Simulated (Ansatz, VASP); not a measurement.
## Two plane-wave programs on Au2I3

```
CELL_PARAMETERS angstrom
4.30100 0.00000 0.00000
-2.15050 3.72477 0.00000
0.00000 0.00000 10.45226
ATOMIC_POSITIONS crystal
Au 0.33333 0.66667 0.17390
Au 0.66667 0.33333 0.82610
I 0.00000 0.00000 0.00000
I 0.33333 0.66667 0.68736
I 0.66667 0.33333 0.31264
```

Alike in both runs: functional PBE; k mesh 12 × 12 × 4; occupations gaussian, width 0.1 eV; no spin polarisation.

Ansatz relaxed the structure, and its values are those at the end. VASP's run is a single point on that final structure, the one shown.

|  | VASP | Ansatz |
| --- | --- | --- |
| version | VASP 6.6.1 | Ansatz 0.2.0 |
| potentials or method | VASP PAW PBE potentials, release 64 (Au, I), cutoff 520 eV | scalar-relativistic, plane waves, PAW |
| valence electrons in the cell | 43 | 89 |

|  | VASP | Ansatz | Ansatz less VASP |
| --- | --- | --- | --- |
| gap on the k mesh at the Fermi level (eV) | none | none | - |
| pressure (GPa) | -0.1 | 0.0 | +0.09 |
| rms of the force components (eV/Å) | 0.007 | 0.001 | -0.0056 |

A gap of «none» marks a metal or a gap that the smearing closes. VASP's potentials hold 43 valence electrons a cell and Ansatz's 89, so a difference there can come from the potentials and not from the codes.

Spin-orbit coupling is off throughout.
